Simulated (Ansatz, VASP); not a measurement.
**Two plane-wave programs on NbP**

```xyz
4
Lattice="-1.6749 1.6749 5.7401 1.6749 -1.6749 5.7401 1.6749 1.6749 -5.7401" Properties=species:S:1:pos:R:3 pbc="T T T"
Nb    1.6749    0.0000    2.8687
Nb    0.0000    0.0000    5.7387
P     0.0000    1.6749    3.8200
P     0.0000    0.0000    0.9500
```

Alike in both runs: functional PBE; k mesh 11 × 11 × 11; occupations fermi-dirac, width 0.05 eV; no spin polarisation.

|  | VASP | Ansatz |
| --- | --- | --- |
| version | VASP 6.6.1 | Ansatz 0.2.0 |
| potentials or method | VASP PAW PBE potentials, release 64 (Nb_sv, P) | Ansatz PAW |
| plane-wave cutoff (eV) | 520 | 420 |
| valence electrons in the cell | 36 | 36 |
| task | single point | band structure |

|  | VASP | Ansatz | Ansatz less VASP |
| --- | --- | --- | --- |
| gap on the k mesh at the Fermi level (eV) | none | none | - |
| pressure (GPa) | -1.5 | -1.1 | +0.39 |
| traceless stress, the component that is largest in VASP (GPa) | -0.23 | -0.25 | -0.022 |
| rms of the force components (eV/Å) | 0.009 | 0.009 | +0.0008 |

Atom by atom the forces differ by 0.001 eV/Å (rms over components). A gap of «none» marks a metal or a gap that the smearing closes.
